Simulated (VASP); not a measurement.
# Si3C (Cmmm) in VASP: single point with PBE

Aim: the single point of Si3C with PBE.

All numbers are computed with VASP 6.6.1; they aren't measurements. Logs are shortened: lines on timing, memory, paths and dates and some standing lists are left out, and cuts for length are marked.

## Step 1: The cell of the first run

Symmetry: Cmmm, No. 65, orthorhombic system. Conventional cell: a = 5.375 Å, b = 7.322 Å, c = 2.640 Å, α = 90.00°, β = 90.00°, γ = 90.00°. Si (site symmetry mmm) has 10 Si at 2.63 to 2.64 Å and 2 C at 2.69 Å within 3.5 Å. Within 3.5 Å of Si (site symmetry 2/m) lie 8 Si at 2.63 to 2.69 Å and 4 C at 2.63 Å. Within 3.5 Å of C (site symmetry mmm) lie 10 Si at 2.63 to 2.69 Å and 2 C at 2.64 Å.

## Step 2: Single point, PBE

INCAR reads:

```
SYSTEM = Si3C
ALGO = Normal
EDIFF = 1E-7
ENCUT = 520
GGA = PE
ISIF = 2
ISMEAR = 0
LASPH = .TRUE.
LCHARG = .TRUE.
LELF = .TRUE.
LREAL = .FALSE.
LVHAR = .TRUE.
LWAVE = .FALSE.
NBANDS = 16
NELM = 80
PREC = Accurate
SIGMA = 0.1
```

KPOINTS reads:

```
k-points
0
G
  4 4 6
  0 0 0
```

POSCAR reads:

```
Si3C
1.0
    2.6874854100     -3.6609680800      0.0000000000
    2.6874854100      3.6609680800      0.0000000000
    0.0000000000      0.0000000000      2.6399570400
Si C
3 1
Direct
    0.5000000000      0.5000000000      0.0000000000
    0.0000000000      0.5000000000      0.5000000000
    0.5000000000      0.0000000000      0.5000000000
    0.0000000000      0.0000000000      0.0000000000
```

Potentials or basis: VASP PAW PBE potentials, release 64 (Si, C).

Launch:

```sh
$ cat potpaw_PBE.64/Si/POTCAR potpaw_PBE.64/C/POTCAR > POTCAR
$ mpirun -np 1 vasp_std > vasp.out
```

OUTCAR:

```text
SYSTEM = Si3C
   EDIFF = 1E-7
   ENCUT = 520
   GGA = PE
   ISIF = 2
   ISMEAR = 0
   LASPH = .TRUE.
   LREAL = .FALSE.
   NELM = 80
   PREC = Accurate

 ion  position               nearest neighbor table
   1  0.500  0.500  0.000-   2 2.63   3 2.63   2 2.63   3 2.63   3 2.63   3 2.63   2 2.63   2 2.63

   2  0.000  0.500  0.500-   1 2.63   1 2.63   1 2.63   1 2.63   3 2.69   3 2.69
   3  0.500  0.000  0.500-   1 2.63   1 2.63   1 2.63   1 2.63   2 2.69   2 2.69
   4  0.000  0.000  0.000-

  LATTYP: Found a base centered orthorhombic cell.
 ALAT       =     5.3749708200
 B/A-ratio  =     1.3622280762
 C/A-ratio  =     0.4911574646

  Lattice vectors:

 A1 = (   2.6874854100,  -3.6609680800,   0.0000000000)
 A2 = (   2.6874854100,   3.6609680800,   0.0000000000)
 A3 = (   0.0000000000,   0.0000000000,   2.6399570400)

Analysis of symmetry for initial positions (statically):
=====================================================================
 Subroutine PRICEL returns:
 Original cell was already a primitive cell.

 Routine SETGRP: Setting up the symmetry group for a
 base centered orthorhombic supercell.

 Subroutine GETGRP returns: Found  8 space group operations
 (whereof  8 operations were pure point group operations)
 out of a pool of  8 trial point group operations.

The static configuration has the point symmetry D_2h.

Analysis of symmetry for dynamics (positions and initial velocities):
=====================================================================
 Subroutine PRICEL returns:
 Original cell was already a primitive cell.

 Routine SETGRP: Setting up the symmetry group for a
 base centered orthorhombic supercell.

 Subroutine GETGRP returns: Found  8 space group operations
 (whereof  8 operations were pure point group operations)
 out of a pool of  8 trial point group operations.

The dynamic configuration has the point symmetry D_2h.

 Subroutine INISYM returns: Found  8 space group operations
 (whereof  8 operations are pure point group operations),
 and found     1 'primitive' translations

----------------------------------------------------------------------------------------

                                     Primitive cell

  volume of cell :      51.9480

  direct lattice vectors                    reciprocal lattice vectors
     2.687485410 -3.660968080  0.000000000     0.186047522 -0.136575897  0.000000000
     2.687485410  3.660968080  0.000000000     0.186047522  0.136575897  0.000000000
     0.000000000  0.000000000  2.639957040     0.000000000  0.000000000  0.378794043

  length of vectors
     4.541504719  4.541504719  2.639957040     0.230795702  0.230795702  0.378794043

  position of ions in fractional coordinates (direct lattice)
     0.500000000  0.500000000  0.000000000
     0.000000000  0.500000000  0.500000000
     0.500000000  0.000000000  0.500000000
     0.000000000  0.000000000  0.000000000

  ion indices of the primitive-cell ions
   primitive index   ion index
                 1           1
                 2           2
                 3           3
                 4           4

----------------------------------------------------------------------------------------

 KPOINTS: k-points

Automatic generation of k-mesh.
 Grid dimensions read from file:
 generate k-points for:    4    4    6

 Generating k-lattice:

  Cartesian coordinates                     Fractional coordinates (reciprocal lattice)
     0.046511880 -0.034143974  0.000000000     0.250000000  0.000000000  0.000000000
     0.046511880  0.034143974  0.000000000     0.000000000  0.250000000  0.000000000
     0.000000000  0.000000000  0.063132340     0.000000000  0.000000000  0.166666667

  Length of vectors
     0.057698925  0.057698925  0.063132340

  Shift w.r.t. Gamma in fractional coordinates (k-lattice)
     0.000000000  0.000000000  0.000000000

 Subroutine IBZKPT returns following result:
 ===========================================

 Found     28 irreducible k-points:

 Following reciprocal coordinates:
            Coordinates               Weight
  0.000000  0.000000  0.000000      1.000000
  0.250000  0.000000  0.000000      4.000000
  0.500000  0.000000  0.000000      2.000000
  0.250000  0.250000  0.000000      2.000000
  0.500000  0.250000  0.000000      4.000000
 -0.250000  0.250000  0.000000      2.000000
[... 16 lines left out ...]
  0.250000  0.000000  0.500000      4.000000
  0.500000  0.000000  0.500000      2.000000
 [... further k-points ...]
   k-points           NKPTS =     28   k-points in BZ     NKDIM =     28   number of bands    NBANDS=     16
   number of dos      NEDOS =    301   number of ions     NIONS =      4
   total plane-waves  NPLWV =  25920
   dimension x,y,z NGX =    36 NGY =   36 NGZ =   20
   dimension x,y,z NGXF=    72 NGYF=   72 NGZF=   40
   ions per type =               3   1
   NGX,Y,Z   is equivalent  to a cutoff of  13.18, 13.18, 12.59 a.u.
   NGXF,Y,Z  is equivalent  to a cutoff of  26.36, 26.36, 25.19 a.u.
 SYSTEM =  Si3C
   PREC   = accura    normal or accurate (medium, high low for compatibility)
   ISTART =      0    job   : 0-new  1-cont  2-samecut
   ICHARG =      2    charge: 1-file 2-atom 10-const
   ISPIN  =      1    spin polarized calculation?
   LNONCOLLINEAR =      F non collinear calculations
   LSORBIT =      F    spin-orbit coupling
   LASPH  =      T    aspherical Exc in radial PAW
   ENCUT  =  520.0 eV  38.22 Ry    6.18 a.u.   8.44  8.44  4.91*2*pi/ulx,y,z
   NELM   =     80;   NELMIN=  2; NELMDL= -5     # of ELM steps
   EDIFF  = 0.1E-06   stopping-criterion for ELM
   LREAL  =      F    real-space projection
   EDIFFG = 0.1E-05   stopping-criterion for IOM
   NSW    =      0    number of steps for IOM
   IBRION =     -1    ionic relax: 0-MD 1-quasi-New 2-CG
   NFREE  =      0    steps in history (QN), initial steepest desc. (CG)
   ISIF   =      2    stress and relaxation
   ISYM   =      2    0-nonsym 1-usesym 2-fastsym
   POTIM  = 0.5000    time-step for ionic-motion
   TEBEG  =    0.0;   TEEND  =   0.0 temperature during run
   PSTRESS=    0.0 pullay stress
   NELECT =      16.0000    total number of electrons
   NUPDOWN=      -1.0000    fix difference up-down
   EMIN   =  10.00;   EMAX   =-10.00  energy-range for DOS
   EFERMI =   0.00;   METHOD = LEGACY
   ISMEAR =     0;   SIGMA  =   0.10  broadening in eV -4-tet -1-fermi 0-gaus
   EFERMI_NEDOS =   21; number of points for ismear=-14 and -15
   IALGO  =     38    algorithm
   IMIX   =      4    mixing-type and parameters
     AMIX     =   0.40;   BMIX     =  1.00
     AMIX_MAG =   1.60;   BMIX_MAG =  1.00
  volume/ion in A,a.u.               =      12.99        87.64
  Fermi-wavevector in a.u.,A,eV,Ry     =   1.105584  2.089251 16.630627  1.222317
  Thomas-Fermi vector in A             =   2.242073
   LORBIT       =      0    0 simple, 1 ext, 2 COOP (PROOUT), +10 PAW based schemes
   GGA     = PE    functional components
   LHFCALC =     F    Hartree Fock is set to
   AEXX    =    0.0000 exact exchange contribution
   IVDW    =     0    specifies the selected vdW correction
   LEPSILON=     F    determine dielectric tensor
   LRPA    =     F    only Hartree local field effects (RPA)
 non-spin polarized calculation
 Gauss-broadening in eV      SIGMA  =   0.10
  energy-cutoff  :      520.00
  volume of cell :       51.95
 maximum number of plane-waves:      1416
 NGX is ok and might be reduce to    36
   NGX = 17   NGY = 17   NGZ =  9

 number of electron      15.9999999 magnetization

 Free energy of the ion-electron system (eV)
  ---------------------------------------------------
  ext. energy  EPLUGINS =         0.00000000
  ---------------------------------------------------
  free energy    TOTEN  =       -19.55552368 eV

  energy without entropy =      -19.54341062  energy(sigma->0) =      -19.54946715

 E-fermi :   9.2835     XC(G=0): -11.2882

 val. band max:        9.2677105699   @ k =  -0.2500   0.2500   0.3333
 cond. band min:       9.2850353217   @ k =   0.5000   0.2500   0.1667
 fundamental gap:      0.0173247518
 Fermi energy:         9.2835471305

 k-point     1 :       0.0000    0.0000    0.0000
  band No.  band energies     occupation
      1      -5.5480      2.00000
      2       0.3436      2.00000
      3       1.9704      2.00000
      4       2.1514      2.00000
      5       2.6160      2.00000
      6       4.4466      2.00000
[... 8 lines left out ...]
     15      19.2610      0.00000
     16      20.7764      0.00000

 k-point     2 :       0.2500    0.0000    0.0000
  band No.  band energies     occupation
      1      -5.0840      2.00000
      2      -1.4958      2.00000
      3       0.8723      2.00000
      4       2.7052      2.00000
      5       3.4592      2.00000
      6       5.9507      2.00000
[... 8 lines left out ...]
     15      18.1001      0.00000
     16      18.5721      0.00000

 k-point     3 :       0.5000    0.0000    0.0000
  band No.  band energies     occupation
      1      -3.7350      2.00000
      2      -3.6777      2.00000
      3       0.8276      2.00000
      4       1.9180      2.00000
      5       5.4223      2.00000
      6       5.9314      2.00000
[... 8 lines left out ...]
     15      17.4388      0.00000
     16      18.3800      0.00000

 k-point     4 :       0.2500    0.2500    0.0000
  band No.  band energies     occupation
      1      -4.3468      2.00000
      2      -2.0252      2.00000
      3      -1.5562      2.00000
      4       4.4656      2.00000
      5       5.4500      2.00000
      6       6.3358      2.00000
[... 8 lines left out ...]
     15      17.1139      0.00000
     16      17.7838      0.00000
[... 324 lines left out ...]
 k-point    22 :       0.0000    0.0000    0.5000
  band No.  band energies     occupation
      1      -1.1194      2.00000
      2      -0.2062      2.00000
      3       3.9869      2.00000
      4       6.2071      2.00000
      5       6.2448      2.00000
      6       6.5173      2.00000
[... 8 lines left out ...]
     15      13.9975      0.00000
     16      17.8361      0.00000

 k-point    23 :       0.2500    0.0000    0.5000
  band No.  band energies     occupation
      1      -0.7421      2.00000
      2       0.2458      2.00000
      3       2.7281      2.00000
      4       3.9401      2.00000
      5       5.3726      2.00000
      6       6.3462      2.00000
[... 8 lines left out ...]
     15      13.0597      0.00000
     16      14.9628      0.00000

 k-point    24 :       0.5000    0.0000    0.5000
  band No.  band energies     occupation
      1      -0.0556      2.00000
      2       1.2870      2.00000
      3       1.4042      2.00000
      4       2.0509      2.00000
      5       5.1901      2.00000
      6       6.3399      2.00000
[... 8 lines left out ...]
     15      15.1937      0.00000
     16      15.4351      0.00000

 [... further k-points ...]
[... 5 lines left out ...]
  --------------------------------------------------------------------------------------
  -------------------------------------------------------------------------------------
  Total       -2.6995207     -3.9973931      1.9819333      0.0000000      0.0000000      0.0000000
  in kB      -83.2584534   -123.2873538     61.1266649      0.0000000      0.0000000      0.0000000
  external PRESSURE =     -48.4730474 kB  Pullay stress =       0.0000000 kB

 VOLUME and BASIS-vectors are now :
 -----------------------------------------------------------------------------
  energy-cutoff  :      520.00
  volume of cell :       51.95
      direct lattice vectors                 reciprocal lattice vectors
     2.687485410 -3.660968080  0.000000000     0.186047522 -0.136575897  0.000000000
     2.687485410  3.660968080  0.000000000     0.186047522  0.136575897  0.000000000
     0.000000000  0.000000000  2.639957040     0.000000000  0.000000000  0.378794043

 POSITION                                       TOTAL-FORCE (eV/Angst)
 -----------------------------------------------------------------------------------
      2.68749      0.00000      0.00000         0.000000     -0.000000      0.000000
      1.34374      1.83048      1.31998        -0.000000     -0.000000      0.000000
      1.34374     -1.83048      1.31998        -0.000000      0.000000      0.000000
      0.00000      0.00000      0.00000        -0.000000     -0.000000      0.000000
 -----------------------------------------------------------------------------------
    total drift:                               -0.000000     -0.000000     -0.000000

  FREE ENERGIE OF THE ION-ELECTRON SYSTEM (eV)
  ---------------------------------------------------
  free  energy   TOTEN  =       -19.5555236754 eV

  energy  without entropy=      -19.5434106182  energy(sigma->0) =      -19.54946715
```

It took 22 s on 1 thread of Intel Xeon Platinum 8259CL at 2.50GHz (Skylake/Cascade Lake), shared host; peak memory 0.16 GiB.

What came out:

| Item | Value |
| --- | --- |
| Free energy | -19.5555 eV |
| Pressure | -4.8 GPa |
| Band gap on the k mesh | zero (band 8 reaches 11.40 eV, above the bottom of band 9 at 7.45 eV) |

Stress tensor (GPa, compression positive):
```
 -8.33   0.00   0.00
  0.00 -12.33   0.00
  0.00   0.00   6.11
```

Levels at points of the mesh, in eV from the Fermi level:
```csv
k point,band 6,band 7,band 8,band 9,band 10,band 11
"(0.00, 0.00, 0.00)",-4.84,-4.13,1.85,2.04,5.40,5.87
"(0.50, 0.00, 0.00)",-3.35,0.38,1.61,1.91,2.36,2.56
"(0.50, 0.50, 0.00)",-0.47,0.31,0.32,2.48,3.69,5.16
"(0.00, 0.00, 0.50)",-2.77,-2.72,-1.97,-1.84,-0.90,-0.52
"(0.50, 0.00, 0.50)",-2.94,-2.86,-2.10,0.22,0.61,1.24
"(0.50, 0.50, 0.50)",-5.33,-5.02,-3.79,1.43,2.39,3.20
```

Caveat: the k points lie up to 0.40 Å⁻¹ apart.
